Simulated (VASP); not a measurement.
# Tl (Pm-3m) in VASP: further runs

The runs below take Tl through relaxation of cell and atoms, with r2SCAN.

Program: VASP 6.6.1. These are calculated values, not measurements. Logs are shortened: lines on timing, memory, paths and dates and some standing lists are left out, and cuts for length are marked.

**1. The cell of the first run**

It takes space group Pm-3m (No. 221, cubic). Conventional cell: a = 3.160 Å, b = 3.160 Å, c = 3.160 Å, α = 90.00°, β = 90.00°, γ = 90.00°. Tl (site symmetry m-3m) has 6 Tl at 3.16 Å within 4.2 Å.

This isn't the form of Tl at room conditions, which is hcp.

**2. Relaxation of cell and atoms, r2SCAN, target pressure 20 GPa, at which the enthalpy is minimised**

Contents of POSCAR:

```
Tl
1.0
    3.1600000000      0.0000000000      0.0000000000
    0.0000000000      3.1600000000      0.0000000000
    0.0000000000      0.0000000000      3.1600000000
Tl
1
Direct
    0.0000000000      0.0000000000      0.0000000000
```

Contents of INCAR.step1:

```
SYSTEM = Tl
ALGO = Normal
EDIFF = 1E-4
ENCUT = 600
GGA = PE
ISMEAR = -1
LASPH = .True.
LCHARG = .False.
LREAL = .False.
LWAVE = .True.
NELM = 80
PREC = Accurate
SIGMA = 0.1
```

Contents of INCAR.step2:

```
SYSTEM = Tl
ALGO = Normal
EDIFF = 1E-7
EDIFFG = -0.03
ENCUT = 600
IBRION = 2
ISIF = 3
ISMEAR = -1
ISTART = 1
LASPH = .True.
LCHARG = .False.
LMIXTAU = .True.
LREAL = .False.
LWAVE = .False.
METAGGA = R2SCAN
NELM = 80
NSW = 80
PREC = Accurate
PSTRESS = 200.0
SIGMA = 0.1
```

Contents of KPOINTS:

```
k-points
0
Gamma
  7 7 7
  0 0 0
```

Potentials or basis: VASP PAW PBE potentials, release 64 (Tl_d).

On the command line:

```bash
> cat potpaw_PBE.64/Tl_d/POTCAR > POTCAR
> cp INCAR.step1 INCAR
> mpirun -np 1 vasp_std > vasp.out
> cp INCAR.step2 INCAR
> mpirun -np 1 vasp_std > vasp.out
```

OUTCAR:

```text
SYSTEM = Tl
   EDIFF = 1E-7
   EDIFFG = -0.03
   ENCUT = 600
   IBRION = 2
   ISIF = 3
   ISMEAR = -1
   ISTART = 1
   LASPH = .True.
   LREAL = .False.
   METAGGA = R2SCAN
   NELM = 80
   NSW = 80
   PREC = Accurate
   PSTRESS = 200.0

 ion  position               nearest neighbor table
   1  0.000  0.000  0.000-

  LATTYP: Found a simple cubic cell.
 ALAT       =     3.1600000000

  Lattice vectors:

 A1 = (   3.1600000000,   0.0000000000,   0.0000000000)
 A2 = (   0.0000000000,   3.1600000000,   0.0000000000)
 A3 = (   0.0000000000,   0.0000000000,   3.1600000000)

Analysis of symmetry for initial positions (statically):
=====================================================================
 Subroutine PRICEL returns:
 Original cell was already a primitive cell.

 Routine SETGRP: Setting up the symmetry group for a
 simple cubic supercell.

 Subroutine GETGRP returns: Found 48 space group operations
 (whereof 48 operations were pure point group operations)
 out of a pool of 48 trial point group operations.

The static configuration has the point symmetry O_h .

Analysis of symmetry for dynamics (positions and initial velocities):
=====================================================================
 Subroutine PRICEL returns:
 Original cell was already a primitive cell.

 Routine SETGRP: Setting up the symmetry group for a
 simple cubic supercell.

 Subroutine GETGRP returns: Found 48 space group operations
 (whereof 48 operations were pure point group operations)
 out of a pool of 48 trial point group operations.

The dynamic configuration has the point symmetry O_h .

 Subroutine INISYM returns: Found 48 space group operations
 (whereof 48 operations are pure point group operations),
 and found     1 'primitive' translations

----------------------------------------------------------------------------------------

                                     Primitive cell

  volume of cell :      31.5545

  direct lattice vectors                    reciprocal lattice vectors
     3.160000000  0.000000000  0.000000000     0.316455696  0.000000000  0.000000000
     0.000000000  3.160000000  0.000000000     0.000000000  0.316455696  0.000000000
     0.000000000  0.000000000  3.160000000     0.000000000  0.000000000  0.316455696

  length of vectors
     3.160000000  3.160000000  3.160000000     0.316455696  0.316455696  0.316455696

  position of ions in fractional coordinates (direct lattice)
     0.000000000  0.000000000  0.000000000

  ion indices of the primitive-cell ions
   primitive index   ion index
                 1           1

----------------------------------------------------------------------------------------

 KPOINTS: k-points

Automatic generation of k-mesh.
 Grid dimensions read from file:
 generate k-points for:    7    7    7

 Generating k-lattice:

  Cartesian coordinates                     Fractional coordinates (reciprocal lattice)
     0.045207957  0.000000000  0.000000000     0.142857143  0.000000000  0.000000000
     0.000000000  0.045207957  0.000000000     0.000000000  0.142857143  0.000000000
     0.000000000  0.000000000  0.045207957     0.000000000  0.000000000  0.142857143

  Length of vectors
     0.045207957  0.045207957  0.045207957

  Shift w.r.t. Gamma in fractional coordinates (k-lattice)
     0.000000000  0.000000000  0.000000000

 Subroutine IBZKPT returns following result:
 ===========================================

 Found     20 irreducible k-points:

 Following reciprocal coordinates:
            Coordinates               Weight
  0.000000  0.000000  0.000000      1.000000
  0.142857  0.000000  0.000000      6.000000
  0.285714  0.000000  0.000000      6.000000
  0.428571  0.000000  0.000000      6.000000
  0.142857  0.142857  0.000000     12.000000
  0.285714  0.142857  0.000000     24.000000
[... 12 lines left out ...]
  0.428571  0.428571  0.285714     24.000000
  0.428571  0.428571  0.428571      8.000000
   k-points           NKPTS =     20   k-points in BZ     NKDIM =     20   number of bands    NBANDS=     10
   number of dos      NEDOS =    301   number of ions     NIONS =      1
   total plane-waves  NPLWV =  21952
   dimension x,y,z NGX =    28 NGY =   28 NGZ =   28
   dimension x,y,z NGXF=    56 NGYF=   56 NGZF=   56
   ions per type =               1
   NGX,Y,Z   is equivalent  to a cutoff of  14.73, 14.73, 14.73 a.u.
   NGXF,Y,Z  is equivalent  to a cutoff of  29.46, 29.46, 29.46 a.u.
 SYSTEM =  Tl
   PREC   = accura    normal or accurate (medium, high low for compatibility)
   ISTART =      1    job   : 0-new  1-cont  2-samecut
   ICHARG =      0    charge: 1-file 2-atom 10-const
   ISPIN  =      1    spin polarized calculation?
   LNONCOLLINEAR =      F non collinear calculations
   LSORBIT =      F    spin-orbit coupling
   LASPH  =      T    aspherical Exc in radial PAW
   ENCUT  =  600.0 eV  44.10 Ry    6.64 a.u.   6.31  6.31  6.31*2*pi/ulx,y,z
   NELM   =     80;   NELMIN=  2; NELMDL=  0     # of ELM steps
   EDIFF  = 0.1E-06   stopping-criterion for ELM
   LREAL  =      F    real-space projection
   EDIFFG = -.3E-01   stopping-criterion for IOM
   NSW    =     80    number of steps for IOM
   IBRION =      2    ionic relax: 0-MD 1-quasi-New 2-CG
   NFREE  =      1    steps in history (QN), initial steepest desc. (CG)
   ISIF   =      3    stress and relaxation
   ISYM   =      2    0-nonsym 1-usesym 2-fastsym
   POTIM  = 0.5000    time-step for ionic-motion
   TEBEG  =    0.0;   TEEND  =   0.0 temperature during run
   PSTRESS=  200.0 pullay stress
   NELECT =      13.0000    total number of electrons
   NUPDOWN=      -1.0000    fix difference up-down
   EMIN   =  10.00;   EMAX   =-10.00  energy-range for DOS
   EFERMI =   0.00;   METHOD = LEGACY
   ISMEAR =    -1;   SIGMA  =   0.10  broadening in eV -4-tet -1-fermi 0-gaus
   EFERMI_NEDOS =   21; number of points for ismear=-14 and -15
   IALGO  =     38    algorithm
   IMIX   =      4    mixing-type and parameters
     AMIX     =   0.40;   BMIX     =  1.00
     AMIX_MAG =   1.60;   BMIX_MAG =  1.00
  volume/ion in A,a.u.               =      31.55       212.94
  Fermi-wavevector in a.u.,A,eV,Ry     =   1.218154  2.301977 20.189674  1.483899
  Thomas-Fermi vector in A             =   2.353450
   LORBIT       =      0    0 simple, 1 ext, 2 COOP (PROOUT), +10 PAW based schemes
   METAGGA = R2SCAN    functional components
   LHFCALC =     F    Hartree Fock is set to
   AEXX    =    0.0000 exact exchange contribution
   IVDW    =     0    specifies the selected vdW correction
   LEPSILON=     F    determine dielectric tensor
   LRPA    =     F    only Hartree local field effects (RPA)
 conjugate gradient relaxation of ions
 non-spin polarized calculation
  energy-cutoff  :      600.00
  volume of cell :       31.55
 maximum number of plane-waves:      1066
 NGX is ok and might be reduce to    28
   NGX = 13   NGY = 13   NGZ = 13

--------------------------------------- Ionic step        1  -------------------------------------------

 number of electron      13.0000002 magnetization

 Free energy of the ion-electron system (eV)
  ---------------------------------------------------
  ext. energy  EPLUGINS =         0.00000000
  ---------------------------------------------------
  free energy    TOTEN  =       -53.06081439 eV

  energy without entropy =      -53.03309344  energy(sigma->0) =      -53.04695392

------------------------ aborting loop because EDIFF is reached ----------------------------------------

  FORCE on cell =-STRESS in cart. coord.  units (eV):
  Direction    XX          YY          ZZ          XY          YZ          ZX
  --------------------------------------------------------------------------------------
  -------------------------------------------------------------------------------------
  Total        0.1504958      0.1504958      0.1504958     -0.0000000     -0.0000000      0.0000000
  in kB        7.6414122      7.6414122      7.6414122     -0.0000000     -0.0000000      0.0000000
  external PRESSURE =    -192.3585878 kB  Pullay stress =     200.0000000 kB

 VOLUME and BASIS-vectors are now :
 -----------------------------------------------------------------------------
  energy-cutoff  :      600.00
  volume of cell :       31.55
      direct lattice vectors                 reciprocal lattice vectors
     3.160000000  0.000000000  0.000000000     0.316455696  0.000000000  0.000000000
     0.000000000  3.160000000  0.000000000     0.000000000  0.316455696  0.000000000
     0.000000000  0.000000000  3.160000000     0.000000000  0.000000000  0.316455696
[... 7 lines left out ...]
  FREE ENERGIE OF THE ION-ELECTRON SYSTEM (eV)
  ---------------------------------------------------
  free  energy   TOTEN  =       -53.0608143931 eV

  energy  without entropy=      -53.0330934410  energy(sigma->0) =      -53.04695392

  enthalpy is  TOTEN    =       -49.1218626417 eV   P V=        3.9389517514

--------------------------------------- Ionic step        2  -------------------------------------------

 number of electron      13.0000000 magnetization

 E-fermi :  14.0740     XC(G=0): -13.9448

 val. band max:       13.8221862324   @ k =   0.4286   0.4286   0.4286
 cond. band min:      14.1058146311   @ k =   0.4286   0.2857   0.2857
 fundamental gap:      0.2836283987
 Fermi energy:        14.0740185277

 k-point     1 :       0.0000    0.0000    0.0000
  band No.  band energies     occupation
      1      -2.3772      2.00000
      2      -2.3772      2.00000
      3      -1.8456      2.00000
      4       1.7136      2.00000
      5       1.7136      2.00000
      6       1.7136      2.00000
      7      23.6837      0.00000
      8      23.6837      0.00000
      9      23.6837      0.00000
     10      30.1683      0.00000

 k-point     2 :       0.1429    0.0000    0.0000
  band No.  band energies     occupation
      1      -2.3149      2.00000
      2      -2.0976      2.00000
      3      -1.1153      2.00000
      4       1.4445      2.00000
      5       1.4445      2.00000
      6       1.7361      2.00000
      7      20.0626      0.00000
      8      24.5363      0.00000
      9      24.5363      0.00000
     10      30.7563      0.00000
[... 334 lines left out ...]
  FREE ENERGIE OF THE ION-ELECTRON SYSTEM (eV)
  ---------------------------------------------------
  free  energy   TOTEN  =       -52.6931205867 eV

  energy  without entropy=      -52.6781137955  energy(sigma->0) =      -52.68561719

  enthalpy is  TOTEN    =       -49.7302283662 eV   P V=        2.9628922205

--------------------------------------- Ionic step        5  -------------------------------------------

 number of electron      13.0000000 magnetization

 Free energy of the ion-electron system (eV)
  ---------------------------------------------------
  ext. energy  EPLUGINS =         0.00000000
  ---------------------------------------------------
  free energy    TOTEN  =       -52.67028243 eV

  energy without entropy =      -52.65560832  energy(sigma->0) =      -52.66294537

 E-fermi :   8.9321     XC(G=0): -11.9178

 val. band max:        8.6973462034   @ k =   0.4286   0.4286   0.1429
 cond. band min:       8.9434390405   @ k =   0.4286   0.2857   0.2857
 fundamental gap:      0.2460928371
 Fermi energy:         8.9321489593

 k-point     1 :       0.0000    0.0000    0.0000
  band No.  band energies     occupation
      1      -5.1028      2.00000
      2      -5.1028      2.00000
      3      -3.5065      2.00000
      4      -2.9415      2.00000
      5      -2.9415      2.00000
      6      -2.9415      2.00000
      7      17.3903      0.00000
      8      17.3903      0.00000
      9      17.3903      0.00000
     10      22.0404      0.00000

 k-point     2 :       0.1429    0.0000    0.0000
  band No.  band energies     occupation
      1      -5.0724      2.00000
      2      -4.8854      2.00000
      3      -3.0707      2.00000
      4      -3.0707      2.00000
      5      -3.0308      2.00000
      6      -2.9306      2.00000
      7      14.0946      0.00000
      8      17.9808      0.00000
      9      17.9808      0.00000
     10      22.6340      0.00000
[... 254 lines left out ...]
 POSITION                                       TOTAL-FORCE (eV/Angst)
 -----------------------------------------------------------------------------------
      0.00000      0.00000      0.00000         0.000000      0.000000      0.000000
 -----------------------------------------------------------------------------------
    total drift:                               -0.000000     -0.000000     -0.000000

  FREE ENERGIE OF THE ION-ELECTRON SYSTEM (eV)
  ---------------------------------------------------
  free  energy   TOTEN  =       -52.6702824301 eV

  energy  without entropy=      -52.6556083158  energy(sigma->0) =      -52.66294537

  enthalpy is  TOTEN    =       -49.7307806065 eV   P V=        2.9395018236

 reached required accuracy - stopping structural energy minimisation
```

Run time: 2.8 min. Hardware: 1 thread of Intel Xeon Platinum 8259CL at 2.50GHz (Skylake/Cascade Lake), shared host; peak memory 0.17 GiB.

What came out:

```
Free energy                                                : -52.6703 eV
Relaxed volume                                             : 23.55 Å³/atom
Relaxed cell                                               : a = 2.866 Å, b = 2.866 Å, c = 2.866 Å, α = 90.00°, β = 90.00°, γ = 90.00°
Space group after relaxing (to 0.1 Å)                      : Pm-3m (No. 221)
Energy change on relaxing (the run minimises the enthalpy) : +390.5 meV/atom
Ionic steps                                                : 5
Pressure after relaxing                                    : 20.0 GPa
Band gap on the k mesh                                     : zero (an odd number of electrons rules out a gap without spin polarisation)
```

Step by step:
```tsv
step	energy change (eV)	largest force (eV/Å)	pressure (GPa)	volume (Å³)
1	0.0000	0.0000	0.76	31.55
2	2.3324	0.0000	99.10	17.22
3	0.3333	0.0000	17.65	24.04
4	0.3677	0.0000	19.07	23.74
5	0.3905	0.0000	20.01	23.55
```

Final structure:
```
CELL_PARAMETERS angstrom
2.86628 0.00000 0.00000
0.00000 2.86628 0.00000
0.00000 0.00000 2.86628
ATOMIC_POSITIONS crystal
Tl 0.00000 0.00000 0.00000
```

Levels at points of the mesh, in eV from the Fermi level:
| k point | band 4 | band 5 | band 6 | band 7 | band 8 | band 9 |
| --- | --- | --- | --- | --- | --- | --- |
| (0.00, 0.00, 0.00) | -11.87 | -11.87 | -11.87 | 8.46 | 8.46 | 8.46 |

Caveat: the cell is relaxed towards a set pressure, so the run minimises the enthalpy, not the energy; the volume moved by over 15 % at a fixed basis, so the end points are rough; the PAW data sets were made with another functional, which shifts forces and pressure a little; spin-orbit coupling is left out, which moves the levels of the heavy elements.

(Part 1 of 2 ends here.)
